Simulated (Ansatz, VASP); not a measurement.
**MgO in VASP and in Ansatz**

The input INCAR:

```
  ALGO = Normal
  EDIFF = 1E-6
  ENCUT = 840
  GGA = PE
  GGA_COMPAT = False
  ISIF = 2
  ISMEAR = 0
  LASPH = True
  LCHARG = False
  LREAL = False
  LWAVE = False
  NBANDS = 15
  NELM = 120
  PREC = Accurate
  SIGMA = 0.01
```

KPOINTS

```
k-points
0
Gamma
  8 8 8
```

POSCAR

```
MgO
1.0
    0.0000000000      2.1272076416      2.1272076416
    2.1272076416      0.0000000000      2.1272076416
    2.1272076416      2.1272076416      0.0000000000
Mg O
1 1
Direct
    0.0000000000      0.0000000000      0.0000000000
    0.5000000000      0.5000000000      0.5000000000
```

Input for Ansatz:

```yaml
crystal:
  lattice:
    - [0.0, 2.1272076416, 2.1272076416]
    - [2.1272076416, 0.0, 2.1272076416]
    - [2.1272076416, 2.1272076416, 0.0]
  atoms:
    - { symbol: Mg, position: [0.0, 0.0, 0.0] }
    - { symbol: O, position: [0.5, 0.5, 0.5] }
basis:
  ecutwfc: 420
kpoints:
  mp_grid: { grid: [8, 8, 8] }
  band_path:
    path:
      - [0.0, 0.0, 0.0]
      - [0.0, 0.0, 0.0]
      - [0.3, 0.3, 0.0]
      - [0.5, 0.5, 0.5]
      - [0.5, 0.5, 0.5]
      - [0.0040626673, 0.0040626673, 0.0]
      - [-0.0040626673, -0.0040626673, 0.0]
      - [0.0046911642, 0.0046911642, 0.0046911642]
      - [-0.0046911642, -0.0046911642, -0.0046911642]
      - [0.0040626673, 0.0040626673, 0.0]
      - [-0.0040626673, -0.0040626673, 0.0]
      - [0.3040626673, 0.3040626673, 0.0]
      - [0.2959373327, 0.2959373327, 0.0]
      - [0.3, 0.3040626673, 0.0040626673]
      - [0.3, 0.2959373327, -0.0040626673]
      - [0.5046911642, 0.5046911642, 0.5046911642]
      - [0.4953088358, 0.4953088358, 0.4953088358]
      - [0.4971272604, 0.5028727396, 0.5]
      - [0.5028727396, 0.4971272604, 0.5]
      - [0.5046911642, 0.5046911642, 0.5046911642]
      - [0.4953088358, 0.4953088358, 0.4953088358]
      - [0.4971272604, 0.5028727396, 0.5]
      - [0.5028727396, 0.4971272604, 0.5]
    npoints: 1
hamiltonian:
  xc: pbe
  pseudopotentials: { kind: paw, azcp: { folder: soft_1 } }
scf:
  occupations: { method: fixed }
  n_extra_bands: 5
output:
  forces: true
  stress: true
  eigenvalues: true
```

Alike in both runs: task single point; functional PBE; k mesh 8 × 8 × 8; no spin polarisation.

|  | VASP | Ansatz |
| --- | --- | --- |
| version | VASP 6.6.1 | Ansatz 0.2.0 |
| potentials or method | VASP PAW PBE potentials, release 64 (Mg_sv, O), cutoff 840 eV | scalar-relativistic, plane waves, PAW |
| occupations | gaussian, width 0.01 eV | fixed |
| valence electrons in the cell | 16 | 16 |

Ansatz gave:

| Quantity | Value |
| --- | --- |
| gap on the k mesh at the Fermi level (eV) | 4.46 |
| least direct gap on the mesh (eV) | 4.46 |
| pressure (GPa) | 0.0 |

What did VASP give for the same quantities?

gap on the k mesh at the Fermi level (eV): 4.45; least direct gap on the mesh (eV): 4.45; pressure (GPa): 0.0.
